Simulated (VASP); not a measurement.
Wanted: the native input for a VASP 6.6.1 run.

| Property | Result |
| --- | --- |
| Task | single point |
| Functional | PBE |
| Dispersion | D3(BJ) |
| Potentials or basis | VASP PAW PBE potentials, release 64 (W_sv, S) |
| Cutoff | 520 eV |
| k mesh | 12 × 12 × 12 |
| Occupations | gaussian, width 0.05 eV |
| Spin | no spin polarisation |
| Dipole correction | no |
| Further INCAR settings | ALGO = Normal; EDIFF = 1e-06; NBANDS = 20 |

The structure of WS2 lies in POSCAR:

```
WS2
1.0
    1.5628000000      0.9022830007      5.1698666667
   -1.5628000000      0.9022830007      5.1698666667
    0.0000000000     -1.8045660014      5.1698666667
W S
1 2
Direct
    0.9993440419      0.9993440419      0.9993440419
    0.7527816504      0.7527816504      0.7527816504
    0.5791743077      0.5791743077      0.5791743077
```

The input as run:

INCAR

```
SYSTEM = WS2
  ALGO = Normal
  EDIFF = 1E-6
  ENCUT = 520
  GGA = PE
  ISIF = 2
  ISMEAR = 0
  IVDW = 12
  LASPH = .TRUE.
  LCHARG = .FALSE.
  LREAL = .FALSE.
  LWAVE = .FALSE.
  NBANDS = 20
  NELM = 80
  PREC = Accurate
  SIGMA = 0.05
```

KPOINTS

```
k-points
0
G
  12 12 12
  0 0 0
```

Potentials or basis: VASP PAW PBE potentials, release 64 (W_sv, S).

Run with:

```bash
$ cat potpaw_PBE.64/W_sv/POTCAR potpaw_PBE.64/S/POTCAR > POTCAR
$ mpirun -np 1 vasp_std > vasp.out
```

Results of the run:

The pressure is 45.4 GPa, the largest force is 5.813 eV/Å and the band gap on the k mesh is zero (bands 13 and 14 overlap by 1.13 eV). The dispersion energy per atom is -0.527 eV.

Caveat: the stress differs along the axes, from 34 to 68 GPa; spin-orbit coupling is left out, which moves the levels of the heavy elements; forces of over 1 eV/Å act on the atoms, so gaps and moduli don't describe the material at rest.

Run time: 2.6 min on 1 thread of Intel(R) Xeon(R) 6975P-C (Granite Rapids), on a shared host, peak memory 0.36 GiB.
